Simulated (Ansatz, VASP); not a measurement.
## Na in VASP and in Ansatz

```
CELL_PARAMETERS angstrom
0.00000 3.85150 3.85150
3.85150 0.00000 3.85150
3.85150 3.85150 0.00000
ATOMIC_POSITIONS crystal
Na 0.12500 0.12500 0.12500
Na 0.87500 0.87500 0.87500
```

Alike in both runs: task single point; functional BLYP; k mesh 8 × 8 × 8; occupations fermi-dirac, width 0.1 eV; no spin polarisation.

|  | VASP | Ansatz |
| --- | --- | --- |
| version | VASP 6.6.1 | Ansatz 0.2.0 |
| potentials or method | VASP PAW PBE potentials, release 64 (Na_pv), cutoff 520 eV | plane waves (420 eV) with PAW, scalar-relativistic |
| valence electrons in the cell | 14 | 18 |

|  | VASP | Ansatz | Ansatz less VASP |
| --- | --- | --- | --- |
| pressure (GPa) | 0.3 | 0.3 | +0.01 |

VASP's potentials were made for PBE, not for BLYP. VASP's potentials hold 14 valence electrons a cell and Ansatz's 18, so a difference there can come from the potentials and not from the codes.
